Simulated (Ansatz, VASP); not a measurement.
**C: VASP beside Ansatz**

Contents of INCAR:

```
PREC     = Accurate       # precision mode
ENCUT    = 600            # plane-wave cutoff, eV
EDIFF    = 1E-6           # SCF threshold, eV
ISMEAR   = 0              # smearing method
SIGMA    = 0.02           # smearing width, eV
LREAL    = F              # projectors in reciprocal space
LASPH    = T              # aspherical terms in the spheres
NELM     = 100            # most SCF steps
ALGO     = Normal         # electronic algorithm
ISIF     = 3              # what is computed and relaxed
LWAVE    = F              # write WAVECAR
LCHARG   = F              # write CHGCAR
GGA      = PE             # functional
IBRION   = 2              # ionic algorithm
NSW      = 100            # ionic steps
EDIFFG   = -0.01          # ionic threshold
```

Contents of KPOINTS:

```
Automatic mesh
0
Gamma
  12 12 12
```

Contents of POSCAR:

```
C
1.0
   -2.4062225857      2.4062225857      2.1528330369
    2.4062225857     -2.4062225857      2.1528330369
    2.4062225857      2.4062225857     -2.1528330369
C
8
Direct
    0.7584654088      0.1215940555      0.2325529807
    0.8890410748      0.5259124281      0.7674470193
    0.1215940555      0.7584654088      0.2325529807
    0.4740875719      0.2415345912      0.3631286467
    0.8784059445      0.1109589252      0.6368713533
    0.5259124281      0.8890410748      0.7674470193
    0.2415345912      0.4740875719      0.3631286467
    0.1109589252      0.8784059445      0.6368713533
```

Input for Ansatz:

```yaml
crystal:
  lattice:
    - [-2.4062225857, 2.4062225857, 2.1528330369]
    - [2.4062225857, -2.4062225857, 2.1528330369]
    - [2.4062225857, 2.4062225857, -2.1528330369]
  atoms:
    - { symbol: C, position: [0.7584654088, 0.1215940555, 0.2325529807] }
    - { symbol: C, position: [0.8890410748, 0.5259124281, 0.7674470193] }
    - { symbol: C, position: [0.1215940555, 0.7584654088, 0.2325529807] }
    - { symbol: C, position: [0.4740875719, 0.2415345912, 0.3631286467] }
    - { symbol: C, position: [0.8784059445, 0.1109589252, 0.6368713533] }
    - { symbol: C, position: [0.5259124281, 0.8890410748, 0.7674470193] }
    - { symbol: C, position: [0.2415345912, 0.4740875719, 0.3631286467] }
    - { symbol: C, position: [0.1109589252, 0.8784059445, 0.6368713533] }
basis:
  ecutwfc: 420
kpoints:
  mp_grid: { grid: [12, 12, 12] }
hamiltonian:
  xc: pbe
scf:
  occupations: { method: gaussian, width: 0.02 }
output:
  forces: true
  stress: true
  eigenvalues: true
relax:
  adjacent_minimum: "off"
  f_tol: 0.01
  max_steps: 80
  cell: { stress_tol: 0.05 }
```

Alike in both runs: task relaxation of cell and atoms; functional PBE; k mesh 12 × 12 × 12; occupations gaussian, width 0.02 eV; no spin polarisation.

```csv
,VASP,Ansatz
version,VASP 6.6.1,Ansatz 0.2.0
potentials or method,"VASP PAW PBE potentials, release 64 (C), cutoff 600 eV","scalar-relativistic, plane waves, PAW"
valence electrons in the cell,32,32
```

|  | VASP | Ansatz | Ansatz less VASP |
| --- | --- | --- | --- |
| gap on the k mesh at the Fermi level, each at its own relaxed structure (eV) | 0.44 | 0.46 | +0.023 |
| relaxed volume (Å³/atom) | 6.23 | 6.23 | +0.001 |
| relaxed cell length with the largest relative difference (Å) | 4.027 | 4.027 | +0.0001 |
